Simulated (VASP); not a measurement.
Write the native input for VASP 6.6.1 that does the following.

```
Task                   : single point
Functional             : PBE
Potentials or basis    : VASP PAW PBE potentials, release 64 (W_sv, O)
Cutoff                 : 520 eV
k mesh                 : 10 × 10 × 10
Occupations            : gaussian, width 0.02 eV
Spin                   : collinear spin, ferromagnetic start
Starting moments       : [2.5, 0.0] μB
Hubbard terms          : W d U = 6.2 eV
Dipole correction      : no
Further INCAR settings : ALGO = Normal; EDIFF = 1e-06; NBANDS = 21
```

The structure of WO lies in POSCAR:

```
WO
1.0
    0.0000000000      2.4128820392      2.4128820392
    2.4128820392      0.0000000000      2.4128820392
    2.4128820392      2.4128820392      0.0000000000
W O
1 1
Direct
    0.0000000000      0.0000000000      0.0000000000
    0.2500000000      0.2500000000      0.2500000000
```

The input as run:

INCAR

```
SYSTEM = WO
PREC = Accurate
ENCUT = 520
EDIFF = 1E-6
ISMEAR = 0
SIGMA = 0.02
LREAL = .False.
LASPH = .True.
NELM = 150
ALGO = Normal
ISIF = 2
LWAVE = .False.
LCHARG = .False.
ISPIN = 2
MAGMOM = 2.5 0
LORBIT = 11
LMAXMIX = 4
LDAU = .True.
LDAUTYPE = 2
LDAUL = 2 -1
LDAUU = 6.2 0
LDAUJ = 0 0
LDAUPRINT = 1
GGA = PE
NBANDS = 21
```

KPOINTS

```
regular mesh
0
Gamma
  10 10 10
  0 0 0
```

Potentials or basis: VASP PAW PBE potentials, release 64 (W_sv, O).

Launch:

```console
$ cat potpaw_PBE.64/W_sv/POTCAR potpaw_PBE.64/O/POTCAR > POTCAR
$ mpirun -np 1 vasp_std > vasp.out
```

Results of the run:

The pressure is 5.8 GPa. The band gap on the k mesh is 0.62 eV, indirect (least direct gap 1.09 eV) and the net moment is 2.00 μB per cell. The site moments are W +1.72; O +0.04 μB and the valence electrons inside the program's atomic spheres are W 11.62; O 5.10.

Caveat: spin-orbit coupling is left out, which moves the levels of the heavy elements.

Run time: 33 s on 1 thread of Intel(R) Xeon(R) 6975P-C (Granite Rapids), with other jobs on the host, peak memory 0.2 GiB.
